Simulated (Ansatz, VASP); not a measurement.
One calculation of HfS4, two programs

```
CELL_PARAMETERS angstrom
-3.09662 3.09662 2.17811
3.09662 -3.09662 2.17811
3.09662 3.09662 -2.17811
ATOMIC_POSITIONS crystal
Hf 0.00000 0.00000 0.00000
S 0.40979 0.23318 0.64297
S 0.23318 0.59021 0.82339
S 0.59021 0.76682 0.35703
S 0.76682 0.40979 0.17661
```

Change from the starting cell: species swapped into the HoAu4 type (I4/m, No. 87).

Alike in both runs: functional PBE; k mesh 6 × 6 × 6; occupations gaussian, width 0.1 eV; no spin polarisation.

Ansatz relaxed the structure, and its values are those at the end. VASP's run is a single point on that final structure, the one shown.

```csv
,VASP,Ansatz
version,VASP 6.6.1,Ansatz 0.2.0
potentials or method,"VASP PAW PBE potentials, release 64 (Hf_pv, S), cutoff 520 eV","scalar-relativistic, plane waves, PAW"
valence electrons in the cell,34,50
```

Ansatz gave:

| Item | Value |
| --- | --- |
| gap on the k mesh at the Fermi level (eV) | none |
| pressure (GPa) | 0.0 |
| rms of the force components (eV/Å) | 0.021 |

Task: Which values does VASP return?

Result: gap on the k mesh at the Fermi level (eV): none; pressure (GPa): -0.6; rms of the force components (eV/Å): 0.017.

A gap of «none» marks a metal or a gap that the smearing closes. VASP's potentials hold 34 valence electrons a cell and Ansatz's 50, so a difference there can come from the potentials and not from the codes.

Spin-orbit coupling is off throughout.
